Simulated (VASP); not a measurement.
Wanted: the native input for a VASP 6.6.1 run.

| Quantity | Value |
| --- | --- |
| Task | single point |
| Functional | PBE |
| Potentials or basis | VASP PAW PBE potentials, release 64 (Ge_d, C, N) |
| Cutoff | 520 eV |
| k mesh | 6 × 6 × 10 |
| Occupations | fermi-dirac, width 0.02 eV |
| Spin | no spin polarisation |
| Dipole correction | no |
| Further INCAR settings | ALGO = Normal; EDIFF = 1e-06; NBANDS = 60 |

The structure of Ge3C3N8 lies in POSCAR:

```
Ge3C3N8
1.0
    7.2127117962     -0.0000000028      0.0000000000
   -3.6063558956      6.2463916471      0.0000000000
    0.0000000000      0.0000000000      2.7673019336
Ge C N
3 3 8
Direct
    0.2293700551      0.8473849500      0.5000000000
    0.1526150500      0.3819851052      0.5000000000
    0.6180148948      0.7706299449      0.5000000000
    0.4340339896      0.2479239987      0.0000000000
    0.8138900091      0.5659660104      0.0000000000
    0.7520760013      0.1861099909      0.0000000000
    0.3333333333      0.6666666667      0.5000000000
    0.6666666667      0.3333333333      0.0000000000
    0.9488184427      0.6135534437      0.5000000000
    0.2932236180      1.0247064503      0.0000000000
    0.7314828323      0.7067763820      0.0000000000
    0.3864465563      0.3352649990      0.5000000000
   -0.0247064503      0.2685171677      0.0000000000
    0.6647350010      0.0511815573      0.5000000000
```

One way to write it, as run:

INCAR

```
SYSTEM = Ge3C3N8
PREC = Accurate ; ENCUT = 520
EDIFF = 1E-6 ; ISMEAR = -1
SIGMA = 0.02 ; LREAL = .FALSE.
LASPH = .TRUE. ; NELM = 80
ALGO = Normal ; ISIF = 2
LWAVE = .FALSE. ; LCHARG = .FALSE.
GGA = PE ; NBANDS = 60
```

KPOINTS

```
regular mesh
0
G
  6 6 10
  0 0 0
```

Potentials or basis: VASP PAW PBE potentials, release 64 (Ge_d, C, N).

Command:

```bash
$ cat potpaw_PBE.64/Ge_d/POTCAR potpaw_PBE.64/C/POTCAR potpaw_PBE.64/N/POTCAR > POTCAR
$ mpirun -np 1 vasp_std > vasp.out
```

Results of the run:

```yaml
Pressure: 6.0 GPa
Largest_force: 0.313 eV/Å
Band_gap_on_the_k_mesh: 1.83 eV (least direct gap 1.88 eV)
```

Caveat: the cell stands under pressure.

It took 4.6 min on 1 thread of Intel(R) Xeon(R) 6975P-C (Granite Rapids), with other jobs on the host, peak memory 0.41 GiB.
